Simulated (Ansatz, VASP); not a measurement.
**SiC: VASP beside Ansatz**

```
Si C
1.0
     5.96850    0.00000    0.00000
    -2.98425    5.16888    0.00000
     0.00000    0.00000    3.73928
Si C
3 3
Direct
  0.50000 0.00000 0.50000
  0.00000 0.50000 0.50000
  0.50000 0.50000 0.50000
  0.00000 0.00000 0.50000
  0.00000 0.00000 0.83518
  0.00000 0.00000 0.16482
```

Alike in both runs: functional PBE; k mesh 6 × 6 × 2; occupations gaussian, width 0.1 eV; no spin polarisation.

Ansatz relaxed the structure, and its values are those at the end. VASP's run is a single point on that final structure, the one shown.

|  | VASP | Ansatz |
| --- | --- | --- |
| version | VASP 6.6.1 | Ansatz 0.2.0 |
| potentials or method | VASP PAW PBE potentials, release 64 (Si, C), cutoff 520 eV | scalar-relativistic, plane waves, PAW |
| valence electrons in the cell | 24 | 24 |

```tsv
	VASP	Ansatz	Ansatz less VASP
gap on the k mesh at the Fermi level (eV)	none	none	-
pressure (GPa)	0.0	0.0	+0.08
```

A gap of «none» marks a metal or a gap that the smearing closes.

The k mesh is coarse, so the values compare programs but aren't converged.
